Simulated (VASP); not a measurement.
# Ge (I4_1/amd) in VASP: notebook

Ge is run at these levels: LDA; tasks: single point.

Everything below comes from runs of VASP 6.6.1. Logs are shortened: lines on timing, memory, paths and dates and some standing lists are left out, and cuts for length are marked.

### Step 1. The cell of the first run

It takes space group I4_1/amd (No. 141, tetragonal). Conventional cell: a = 4.080 Å, b = 4.080 Å, c = 5.658 Å, α = 90.00°, β = 90.00°, γ = 90.00°. Ge (site symmetry -4m2) has 4 Ge at 2.48 Å within 3.3 Å.

### Step 2. Single point, LDA (equal xx and yy strain of +2 %)

Contents of INCAR:

```
  PREC = Accurate
  ENCUT = 520
  EDIFF = 1E-7
  ISMEAR = -1
  SIGMA = 0.05
  LREAL = False
  LASPH = True
  NELM = 100
  ALGO = Normal
  ISIF = 2
  LWAVE = False
  LCHARG = True
  GGA = CA
  LELF = True
  LVHAR = True
  NBANDS = 21
```

Contents of KPOINTS:

```
Automatic mesh
0
Gamma
  10 10 10
```

Contents of POSCAR:

```
Ge
1.0
    0.0000000000      2.8853454000      2.8287700000
    2.8853454000      0.0000000000      2.8287700000
    2.8853454000      2.8853454000      0.0000000000
Ge
2
Direct
    0.5000000000      0.5000000000      0.5000000000
    0.7500000000      0.7500000000      0.7500000000
```

Potentials or basis: VASP PAW LDA potentials, release 64 (Ge_d).

The run is started by

```
> cat potpaw_LDA.64/Ge_d/POTCAR > POTCAR
> mpirun -np 1 vasp_std > vasp.out
```

OUTCAR:

```text
PREC = Accurate
   ENCUT = 520
   EDIFF = 1E-7
   ISMEAR = -1
   LREAL = False
   LASPH = True
   NELM = 100
   ISIF = 2
   GGA = CA

 ion  position               nearest neighbor table
   1  0.500  0.500  0.500-   2 2.48   2 2.48   2 2.48   2 2.48
   2  0.750  0.750  0.750-   1 2.48   1 2.48   1 2.48   1 2.48

  LATTYP: Found a body centered tetragonal cell.
 ALAT       =     4.0804945968
 C/A-ratio  =     1.3864838847

  Lattice vectors:

 A1 = (   0.0000000000,  -2.8853454000,  -2.8287700000)
 A2 = (   0.0000000000,   2.8853454000,  -2.8287700000)
 A3 = (   2.8853454000,   0.0000000000,   2.8287700000)

Analysis of symmetry for initial positions (statically):
=====================================================================
 Subroutine PRICEL returns:
 Original cell was already a primitive cell.

 Routine SETGRP: Setting up the symmetry group for a
 body centered tetragonal supercell.

 Subroutine GETGRP returns: Found 16 space group operations
 (whereof  8 operations were pure point group operations)
 out of a pool of 16 trial point group operations.

The static configuration has the point symmetry D_2d.
 The point group associated with its full space group is D_4h.

Analysis of symmetry for dynamics (positions and initial velocities):
=====================================================================
 Subroutine PRICEL returns:
 Original cell was already a primitive cell.

 Routine SETGRP: Setting up the symmetry group for a
 body centered tetragonal supercell.

 Subroutine GETGRP returns: Found 16 space group operations
 (whereof  8 operations were pure point group operations)
 out of a pool of 16 trial point group operations.

The dynamic configuration has the point symmetry D_2d.
 The point group associated with its full space group is D_4h.

 Subroutine INISYM returns: Found 16 space group operations
 (whereof  8 operations are pure point group operations),
 and found     1 'primitive' translations

----------------------------------------------------------------------------------------

                                     Primitive cell

  volume of cell :      47.1003

  direct lattice vectors                    reciprocal lattice vectors
     0.000000000  2.885345400  2.828770000    -0.173289479  0.173289479  0.176755268
     2.885345400  0.000000000  2.828770000     0.173289479 -0.173289479  0.176755268
     2.885345400  2.885345400  0.000000000     0.173289479  0.173289479 -0.176755268

  length of vectors
     4.040687787  4.040687787  4.080494597     0.302160407  0.302160407  0.302160407

  position of ions in fractional coordinates (direct lattice)
     0.500000000  0.500000000  0.500000000
     0.750000000  0.750000000  0.750000000

  ion indices of the primitive-cell ions
   primitive index   ion index
                 1           1
                 2           2

----------------------------------------------------------------------------------------

 KPOINTS: Automatic mesh

Automatic generation of k-mesh.
 Grid dimensions read from file:
 generate k-points for:   10   10   10

 Generating k-lattice:

  Cartesian coordinates                     Fractional coordinates (reciprocal lattice)
    -0.017328948  0.017328948  0.017675527     0.100000000  0.000000000  0.000000000
     0.017328948 -0.017328948  0.017675527     0.000000000  0.100000000  0.000000000
     0.017328948  0.017328948 -0.017675527     0.000000000  0.000000000  0.100000000

  Length of vectors
     0.030216041  0.030216041  0.030216041

  Shift w.r.t. Gamma in fractional coordinates (k-lattice)
     0.000000000  0.000000000  0.000000000

 Subroutine IBZKPT returns following result:
 ===========================================

 Found    102 irreducible k-points:

 Following reciprocal coordinates:
            Coordinates               Weight
  0.000000  0.000000  0.000000      1.000000
  0.100000  0.000000  0.000000      8.000000
  0.200000  0.000000  0.000000      8.000000
  0.300000  0.000000  0.000000      8.000000
  0.400000  0.000000  0.000000      8.000000
  0.500000  0.000000  0.000000      4.000000
[... 16 lines left out ...]
  0.300000  0.300000  0.000000      2.000000
  0.400000  0.300000  0.000000      8.000000
 [... further k-points ...]
   k-points           NKPTS =    102   k-points in BZ     NKDIM =    102   number of bands    NBANDS=     21
   number of dos      NEDOS =    301   number of ions     NIONS =      2
   total plane-waves  NPLWV =  27000
   dimension x,y,z NGX =    30 NGY =   30 NGZ =   30
   dimension x,y,z NGXF=    60 NGYF=   60 NGZF=   60
   ions per type =               2
   NGX,Y,Z   is equivalent  to a cutoff of  12.34, 12.34, 12.22 a.u.
   NGXF,Y,Z  is equivalent  to a cutoff of  24.69, 24.69, 24.44 a.u.
 SYSTEM =  unknown system
   PREC   = accura    normal or accurate (medium, high low for compatibility)
   ISTART =      0    job   : 0-new  1-cont  2-samecut
   ICHARG =      2    charge: 1-file 2-atom 10-const
   ISPIN  =      1    spin polarized calculation?
   LNONCOLLINEAR =      F non collinear calculations
   LSORBIT =      F    spin-orbit coupling
   LASPH  =      T    aspherical Exc in radial PAW
   ENCUT  =  520.0 eV  38.22 Ry    6.18 a.u.   7.51  7.51  7.59*2*pi/ulx,y,z
   NELM   =    100;   NELMIN=  2; NELMDL= -5     # of ELM steps
   EDIFF  = 0.1E-06   stopping-criterion for ELM
   LREAL  =      F    real-space projection
   EDIFFG = 0.1E-05   stopping-criterion for IOM
   NSW    =      0    number of steps for IOM
   IBRION =     -1    ionic relax: 0-MD 1-quasi-New 2-CG
   NFREE  =      0    steps in history (QN), initial steepest desc. (CG)
   ISIF   =      2    stress and relaxation
   ISYM   =      2    0-nonsym 1-usesym 2-fastsym
   POTIM  = 0.5000    time-step for ionic-motion
   TEBEG  =    0.0;   TEEND  =   0.0 temperature during run
   PSTRESS=    0.0 pullay stress
   NELECT =      28.0000    total number of electrons
   NUPDOWN=      -1.0000    fix difference up-down
   EMIN   =  10.00;   EMAX   =-10.00  energy-range for DOS
   EFERMI =   0.00;   METHOD = LEGACY
   ISMEAR =    -1;   SIGMA  =   0.05  broadening in eV -4-tet -1-fermi 0-gaus
   EFERMI_NEDOS =   21; number of points for ismear=-14 and -15
   IALGO  =     38    algorithm
   IMIX   =      4    mixing-type and parameters
     AMIX     =   0.40;   BMIX     =  1.00
     AMIX_MAG =   1.60;   BMIX_MAG =  1.00
  volume/ion in A,a.u.               =      23.55       158.92
  Fermi-wavevector in a.u.,A,eV,Ry     =   1.376532  2.601269 25.780881  1.894841
  Thomas-Fermi vector in A             =   2.501768
   LORBIT       =      0    0 simple, 1 ext, 2 COOP (PROOUT), +10 PAW based schemes
   GGA     = CA    functional components
   LHFCALC =     F    Hartree Fock is set to
   AEXX    =    0.0000 exact exchange contribution
   IVDW    =     0    specifies the selected vdW correction
   LEPSILON=     F    determine dielectric tensor
   LRPA    =     F    only Hartree local field effects (RPA)
 non-spin polarized calculation
  energy-cutoff  :      520.00
  volume of cell :       47.10
 maximum number of plane-waves:      1293
   NGX = 15   NGY = 15   NGZ = 15

 number of electron      27.9999995 magnetization

 Free energy of the ion-electron system (eV)
  ---------------------------------------------------
  ext. energy  EPLUGINS =         0.00000000
  ---------------------------------------------------
  free energy    TOTEN  =       -10.35659595 eV

  energy without entropy =      -10.35525551  energy(sigma->0) =      -10.35592573

 E-fermi :   4.2782     XC(G=0): -10.1044

 val. band max:        4.1795334454   @ k =   0.1000   0.0000   0.0000
 cond. band min:       4.2887356663   @ k =   0.5000   0.0000   0.0000
 fundamental gap:      0.1092022209
 Fermi energy:         4.2781840428

 k-point     1 :       0.0000    0.0000    0.0000
  band No.  band energies     occupation
      1     -20.5441      2.00000
      2     -20.5399      2.00000
      3     -20.5399      2.00000
      4     -20.5081      2.00000
      5     -20.5068      2.00000
      6     -20.3202      2.00000
[... 13 lines left out ...]
     20      13.5958      0.00000
     21      13.9654      0.00000

 k-point     2 :       0.1000    0.0000    0.0000
  band No.  band energies     occupation
      1     -20.5480      2.00000
      2     -20.5449      2.00000
      3     -20.5395      2.00000
      4     -20.5010      2.00000
      5     -20.5000      2.00000
      6     -20.3275      2.00000
[... 13 lines left out ...]
     20      12.9201      0.00000
     21      13.1886      0.00000

 k-point     3 :       0.2000    0.0000    0.0000
  band No.  band energies     occupation
      1     -20.5560      2.00000
      2     -20.5527      2.00000
      3     -20.5359      2.00000
      4     -20.4881      2.00000
      5     -20.4875      2.00000
      6     -20.3390      2.00000
[... 13 lines left out ...]
     20      12.4785      0.00000
     21      12.6589      0.00000

 k-point     4 :       0.3000    0.0000    0.0000
  band No.  band energies     occupation
      1     -20.5620      2.00000
      2     -20.5580      2.00000
      3     -20.5309      2.00000
      4     -20.4773      2.00000
      5     -20.4771      2.00000
      6     -20.3476      2.00000
[... 13 lines left out ...]
     20      12.8955      0.00000
     21      12.9295      0.00000

 k-point     5 :       0.4000    0.0000    0.0000
  band No.  band energies     occupation
      1     -20.5650      2.00000
      2     -20.5604      2.00000
      3     -20.5268      2.00000
      4     -20.4714      2.00000
      5     -20.4713      2.00000
      6     -20.3520      2.00000
[... 13 lines left out ...]
     20      14.0324      0.00000
     21      14.1237      0.00000
[... 382 lines left out ...]
     20      13.2727      0.00000
     21      15.4281      0.00000

 k-point    22 :      -0.2000    0.2000    0.0000
  band No.  band energies     occupation
      1     -20.5702      2.00000
      2     -20.5658      2.00000
      3     -20.5182      2.00000
      4     -20.4772      2.00000
      5     -20.4578      2.00000
      6     -20.3664      2.00000
[... 13 lines left out ...]
     20      13.8880      0.00000
     21      14.3114      0.00000

 k-point    23 :       0.3000    0.3000    0.0000
  band No.  band energies     occupation
      1     -20.5599      2.00000
      2     -20.5599      2.00000
      3     -20.5386      2.00000
      4     -20.4646      2.00000
      5     -20.4313      2.00000
      6     -20.4122      2.00000
[... 13 lines left out ...]
     20      15.1370      0.00000
     21      15.2672      0.00000

 k-point    24 :       0.4000    0.3000    0.0000
  band No.  band energies     occupation
      1     -20.5695      2.00000
      2     -20.5639      2.00000
      3     -20.5228      2.00000
      4     -20.4508      2.00000
      5     -20.4280      2.00000
      6     -20.4162      2.00000
[... 13 lines left out ...]
     20      15.6920      0.00000
     21      15.8958      0.00000

 [... further k-points ...]
[... 5 lines left out ...]
  --------------------------------------------------------------------------------------
  -------------------------------------------------------------------------------------
  Total       -1.1603424     -1.1603424     -0.7704087      0.0000000      0.0000000      0.0000000
  in kB      -39.4705792    -39.4705792    -26.2064697      0.0000000      0.0000000      0.0000000
  external PRESSURE =     -35.0492094 kB  Pullay stress =       0.0000000 kB

 VOLUME and BASIS-vectors are now :
 -----------------------------------------------------------------------------
  energy-cutoff  :      520.00
  volume of cell :       47.10
      direct lattice vectors                 reciprocal lattice vectors
     0.000000000  2.885345400  2.828770000    -0.173289479  0.173289479  0.176755268
     2.885345400  0.000000000  2.828770000     0.173289479 -0.173289479  0.176755268
     2.885345400  2.885345400  0.000000000     0.173289479  0.173289479 -0.176755268

 POSITION                                       TOTAL-FORCE (eV/Angst)
 -----------------------------------------------------------------------------------
      2.88535      2.88535      2.82877         0.000000     -0.000000      0.000000
      4.32802      4.32802      4.24315        -0.000000      0.000000      0.000000
 -----------------------------------------------------------------------------------
    total drift:                                0.000000     -0.000000      0.000000

  FREE ENERGIE OF THE ION-ELECTRON SYSTEM (eV)
  ---------------------------------------------------
  free  energy   TOTEN  =       -10.3565959483 eV

  energy  without entropy=      -10.3552555072  energy(sigma->0) =      -10.35592573
```

It took 1.9 min on 1 thread of Intel Xeon 8259CL, shared host; peak memory 0.2 GiB.

What came out:

* Free energy: -10.3566 eV
* Pressure: -3.5 GPa
* Band gap on the k mesh: zero (bands 14 and 15 overlap by 0.01 eV)

Caveat: the cell differs from its parent crystal (equal xx and yy strain of +2 %); the cell stands under tension; semilocal functionals underestimate gaps, so a narrow gap can read as zero.

### Step 3. Single point, LDA (equal xx and yy strain of -2 %)

Contents of INCAR:

```
ALGO = Normal ; EDIFF = 1E-6
ENCUT = 520 ; GGA = CA
ISIF = 2 ; ISMEAR = -1
LASPH = True ; LCHARG = False
LREAL = False ; LWAVE = False
NBANDS = 21 ; NELM = 80
PREC = Accurate ; SIGMA = 0.05
```

Contents of KPOINTS:

```
k-points
0
Gamma
  10 10 10
```

Contents of POSCAR:

```
Ge
1.0
    0.0000000000      2.7721946000      2.8287700000
    2.7721946000      0.0000000000      2.8287700000
    2.7721946000      2.7721946000      0.0000000000
Ge
2
Direct
    0.5000000000      0.5000000000      0.5000000000
    0.7500000000      0.7500000000      0.7500000000
```

Potentials or basis: VASP PAW LDA potentials, release 64 (Ge_d).

The run is started by

```
> cat potpaw_LDA.64/Ge_d/POTCAR > POTCAR
> mpirun -np 1 vasp_std > vasp.out
```

It took 66 s on 1 thread of Intel Xeon Platinum 8259CL at 2.50GHz (Skylake/Cascade Lake), shared host; peak memory 0.19 GiB.

Results (log left out):

* Free energy: -10.3803 eV
* Pressure: 1.9 GPa
* Band gap on the k mesh: 0.13 eV (least direct gap 0.17 eV)

Stress tensor (GPa, compression positive):
```
2.40 0.00 0.00
0.00 2.40 0.00
0.00 0.00 0.80
```

Levels at points of the mesh, in eV from the valence-band top:
```csv
k point,band 10,band 11,band 12,band 13,band 14,band 15,band 16,band 17,band 18,band 19
"(0.00, 0.00, 0.00)",-24.76,-13.17,-0.16,0.00,0.00,0.17,2.46,2.46,2.56,6.26
"(0.50, 0.00, 0.00)",-24.73,-10.98,-7.88,-1.62,-1.43,0.13,3.63,3.75,6.94,10.58
"(0.50, 0.50, 0.00)",-24.72,-9.20,-9.20,-3.17,-3.17,0.67,0.67,9.68,9.68,11.74
"(0.50, 0.00, 0.50)",-24.72,-9.10,-9.10,-3.32,-3.32,0.50,0.50,9.67,9.67,11.78
```

Caveat: the cell differs from its parent crystal (equal xx and yy strain of -2 %).
